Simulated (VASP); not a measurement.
Wanted: the native input for a VASP 6.6.1 run.

- Task: single point
- Functional: PBE
- Potentials or basis: VASP PAW PBE potentials, release 64 (Bi_d)
- Cutoff: 500 eV
- k mesh: 11 × 11 × 11
- Occupations: fermi-dirac, width 0.0612256 eV
- Spin: no spin polarisation
- Dipole correction: no
- Further INCAR settings: ALGO = Normal; EDIFF = 1e-06; NBANDS = 14

The structure of Bi lies in POSCAR:

```
Bi
1.0
    3.3410314622      0.0000000000      0.0000000000
    0.0000000000      3.3410314622      0.0000000000
    0.0000000000      0.0000000000      3.3410314622
Bi
1
Direct
    0.0000000000      0.0000000000      0.0000000000
```

One way to write it, as run:

INCAR

```
SYSTEM = Bi
ALGO     = Normal         ! electronic algorithm
EDIFF    = 1E-6           ! SCF threshold, eV
ENCUT    = 500            ! plane-wave cutoff, eV
GGA      = PE             ! functional
GGA_COMPAT= .FALSE.      
ISIF     = 2              ! what is computed and relaxed
ISMEAR   = -1             ! smearing method
LASPH    = .TRUE.         ! aspherical terms in the spheres
LCHARG   = .FALSE.        ! write CHGCAR
LREAL    = .FALSE.        ! projectors in reciprocal space
LWAVE    = .FALSE.        ! write WAVECAR
NBANDS   = 14             ! bands
NELM     = 120            ! most SCF steps
PREC     = Accurate       ! precision mode
SIGMA    = 0.06122561905347299 ! smearing width, eV
```

KPOINTS

```
k-points
0
G
  11 11 11
  0 0 0
```

Potentials or basis: VASP PAW PBE potentials, release 64 (Bi_d).

Command:

```console
$ cat potpaw_PBE.64/Bi_d/POTCAR > POTCAR
$ mpirun -np 1 vasp_std > vasp.out
```

Results of the run:

| Property | Result |
| --- | --- |
| Pressure | -2.3 GPa |

Wall time 9.8 s on 1 thread of Intel(R) Xeon(R) Platinum 8375C CPU @ 2.90GHz (Ice Lake), with other jobs on the host, peak memory 0.15 GiB.
